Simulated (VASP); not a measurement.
# Au (Fm-3m) in VASP: further runs, part 2 of 2

VASP 6.6.1.

### 6 Single point, LDA (volume scaled by 1.12)

File INCAR:

```
SYSTEM = Au
PREC = Accurate ; ENCUT = 520
EDIFF = 1E-6 ; ISMEAR = -1
SIGMA = 0.1 ; LREAL = .False.
LASPH = .True. ; NELM = 100
ALGO = Normal ; ISIF = 2
LWAVE = .False. ; LCHARG = .False.
GGA = CA ; NBANDS = 12
```

File KPOINTS:

```
Automatic mesh
0
Gamma
  22 22 22
  0 0 0
```

File POSCAR:

```
Au
1.0
    0.0000000000      2.1008439325      2.1008439325
    2.1008439325      0.0000000000      2.1008439325
    2.1008439325      2.1008439325      0.0000000000
Au
1
Direct
    0.0000000000      0.0000000000      0.0000000000
```

Potentials or basis: VASP PAW LDA potentials, release 64 (Au).

Run with:

```bash
$ cat potpaw_LDA.64/Au/POTCAR > POTCAR
$ mpirun -np 1 vasp_std > vasp.out
```

OUTCAR:

```text
SYSTEM = Au
   PREC = Accurate
   ENCUT = 520
   EDIFF = 1E-6
   ISMEAR = -1
   LREAL = .False.
   LASPH = .True.
   NELM = 100
   ISIF = 2
   GGA = CA

 ion  position               nearest neighbor table
   1  0.000  0.000  0.000-

  LATTYP: Found a face centered cubic cell.
 ALAT       =     4.2016878650

  Lattice vectors:

 A1 = (   0.0000000000,   2.1008439325,   2.1008439325)
 A2 = (   2.1008439325,   0.0000000000,   2.1008439325)
 A3 = (   2.1008439325,   2.1008439325,   0.0000000000)

Analysis of symmetry for initial positions (statically):
=====================================================================
 Subroutine PRICEL returns:
 Original cell was already a primitive cell.

 Routine SETGRP: Setting up the symmetry group for a
 face centered cubic supercell.

 Subroutine GETGRP returns: Found 48 space group operations
 (whereof 48 operations were pure point group operations)
 out of a pool of 48 trial point group operations.

The static configuration has the point symmetry O_h .

Analysis of symmetry for dynamics (positions and initial velocities):
=====================================================================
 Subroutine PRICEL returns:
 Original cell was already a primitive cell.

 Routine SETGRP: Setting up the symmetry group for a
 face centered cubic supercell.

 Subroutine GETGRP returns: Found 48 space group operations
 (whereof 48 operations were pure point group operations)
 out of a pool of 48 trial point group operations.

The dynamic configuration has the point symmetry O_h .

 Subroutine INISYM returns: Found 48 space group operations
 (whereof 48 operations are pure point group operations),
 and found     1 'primitive' translations

----------------------------------------------------------------------------------------

                                     Primitive cell

  volume of cell :      18.5443

  direct lattice vectors                    reciprocal lattice vectors
[... 106 lines left out ...]
  volume/ion in A,a.u.               =      18.54       125.14
  Fermi-wavevector in a.u.,A,eV,Ry     =   1.375525  2.599366 25.743176  1.892070
  Thomas-Fermi vector in A             =   2.500853
   LORBIT       =      0    0 simple, 1 ext, 2 COOP (PROOUT), +10 PAW based schemes
   GGA     = CA    functional components
   LHFCALC =     F    Hartree Fock is set to
   AEXX    =    0.0000 exact exchange contribution
   IVDW    =     0    specifies the selected vdW correction
   LEPSILON=     F    determine dielectric tensor
   LRPA    =     F    only Hartree local field effects (RPA)
 non-spin polarized calculation
  energy-cutoff  :      520.00
  volume of cell :       18.54
 maximum number of plane-waves:       531
 NGX is ok and might be reduce to    24
   NGX = 11   NGY = 11   NGZ = 11

 number of electron      10.9999999 magnetization

 Free energy of the ion-electron system (eV)
  ---------------------------------------------------
  ext. energy  EPLUGINS =         0.00000000
  ---------------------------------------------------
  free energy    TOTEN  =        -4.34704700 eV

  energy without entropy =       -4.33798461  energy(sigma->0) =       -4.34251580

 E-fermi :   7.8953     XC(G=0): -12.4993

 val. band max:        7.8358493133   @ k =   0.4545   0.3636   0.0000
 cond. band min:       7.9062689418   @ k =   0.5000   0.3636   0.1364
 fundamental gap:      0.0704196285
 Fermi energy:         7.8952710973

 k-point     1 :       0.0000    0.0000    0.0000
  band No.  band energies     occupation
      1      -1.1360      2.00000
      2       3.6396      2.00000
      3       3.6396      2.00000
      4       3.6396      2.00000
      5       4.9653      2.00000
      6       4.9653      2.00000
      7      22.4915      0.00000
      8      25.9525      0.00000
      9      25.9525      0.00000
     10      25.9525      0.00000
     11      30.7278      0.00000
     12      34.4320      0.00000
[... 331 lines left out ...]
 k-point    24 :      -0.4545    0.0455    0.0000
  band No.  band energies     occupation
      1       1.3507      2.00000
      2       3.5981      2.00000
      3       3.6567      2.00000
      4       5.7230      2.00000
      5       5.9492      2.00000
      6       7.3769      1.98885
      7      10.8480      0.00000
      8      21.9949      0.00000
      9      23.8958      0.00000
     10      24.3580      0.00000
     11      31.5731      0.00000
     12      31.6304      0.00000

 [... further k-points ...]
[... 5 lines left out ...]
  --------------------------------------------------------------------------------------
  -------------------------------------------------------------------------------------
  Total       -1.7782640     -1.7782640     -1.7782640      0.0000000      0.0000000      0.0000000
  in kB     -153.6368738   -153.6368738   -153.6368738      0.0000000      0.0000000      0.0000000
  external PRESSURE =    -153.6368738 kB  Pullay stress =       0.0000000 kB

 VOLUME and BASIS-vectors are now :
 -----------------------------------------------------------------------------
  energy-cutoff  :      520.00
  volume of cell :       18.54
      direct lattice vectors                 reciprocal lattice vectors
     0.000000000  2.100843933  2.100843933    -0.237999593  0.237999593  0.237999593
     2.100843933  0.000000000  2.100843933     0.237999593 -0.237999593  0.237999593
     2.100843933  2.100843933  0.000000000     0.237999593  0.237999593 -0.237999593

 POSITION                                       TOTAL-FORCE (eV/Angst)
 -----------------------------------------------------------------------------------
      0.00000      0.00000      0.00000         0.000000      0.000000      0.000000
 -----------------------------------------------------------------------------------
    total drift:                               -0.000000     -0.000000     -0.000000

  FREE ENERGIE OF THE ION-ELECTRON SYSTEM (eV)
  ---------------------------------------------------
  free  energy   TOTEN  =        -4.3470469956 eV

  energy  without entropy=       -4.3379846118  energy(sigma->0) =       -4.34251580
```

stdout:

```text
POSCAR found type information on POSCAR Au
 POSCAR found :  1 types and       1 ions
 scaLAPACK will be used
 LDA part: xc-table for (Slater(with rela. corr.)+CA(PZ))
 , standard interpolation
 POSCAR, INCAR and KPOINTS ok, starting setup
 FFT: planning ... GRIDC
 FFT: planning ... GRID_SOFT
 FFT: planning ... GRID
 WAVECAR not read
 entering main loop
```

It took 16 s on 1 thread of Intel Xeon 6975P-C (Granite Rapids), shared host; peak memory 0.18 GiB.

Results:

- Free energy: -4.3470 eV
- Pressure: -15.4 GPa

Caveat: spin-orbit coupling is left out, which moves the levels of the heavy elements.

### 7 Summary

| cell | gap on the mesh (eV) | pressure (GPa) |
| --- | --- | --- |
| a = 2.861 Å, angles 60.0°, 1 atom | none | 0.8 |
| a = 2.899 Å, angles 60.0°, 1 atom | none | -6.2 |
| a = 2.935 Å, angles 60.0°, 1 atom | none | -11.4 |
| a = 2.971 Å, angles 60.0°, 1 atom | none | -15.4 |

Alike in all rows: task single point; level LDA; potentials or basis VASP PAW LDA potentials, release 64 (Au); no spin polarisation; k mesh 22 × 22 × 22; cutoff (eV) 520; smearing fermi-dirac 0.1 eV.

Caveats: spin-orbit coupling is left out, which moves the levels of the heavy elements.

Absolute energies hang on the potentials; compare differences alone.
